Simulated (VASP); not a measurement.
A run of VASP 6.6.1 is set up as follows.

File INCAR:

```
SYSTEM = PC2
ALGO = Normal
EDIFF = 1E-6
ENCUT = 520
GGA = PE
ISIF = 2
ISMEAR = 0
LASPH = .TRUE.
LCHARG = .FALSE.
LREAL = .FALSE.
LWAVE = .FALSE.
NBANDS = 22
NELM = 80
PREC = Accurate
SIGMA = 0.1
```

Contents of KPOINTS:

```
k-points
0
G
  4 4 6
  0 0 0
```

File POSCAR:

```
PC2
1.0
    4.8556162900      0.0000000000      0.0000000000
    0.0000000000      5.5906630100      0.0000000000
    0.0000000000      0.0000000000      2.7243034800
P C
2 4
Direct
    0.0000000000      0.0000000000      0.0000000000
    0.5000000000      0.5000000000      0.5000000000
    0.1617000000      0.3727000100      0.0000000000
    0.8383000000      0.6272999900      0.0000000000
    0.6617000000      0.1272999900      0.5000000000
    0.3383000000      0.8727000100      0.5000000000
```

Potentials or basis: VASP PAW PBE potentials, release 64 (P, C).

Command:

```sh
$ cat potpaw_PBE.64/P/POTCAR potpaw_PBE.64/C/POTCAR > POTCAR
$ mpirun -np 1 vasp_std > vasp.out
```

Task: Predict the band gap on the k mesh.

Result: Zero (band 13 reaches 7.14 eV, above the bottom of band 14 at 3.26 eV).

Task: Predict the pressure.

Result: -37.5 GPa.

Task: Predict the largest force.

Result: 1.575 eV/Å.

Stress tensor (GPa, compression positive):
```
-54.87   0.00   0.00
  0.00 -47.55   0.00
  0.00   0.00 -10.16
```

Caveat: the k points lie up to 0.38 Å⁻¹ apart; forces of over 1 eV/Å act on the atoms, so gaps and moduli don't describe the material at rest.
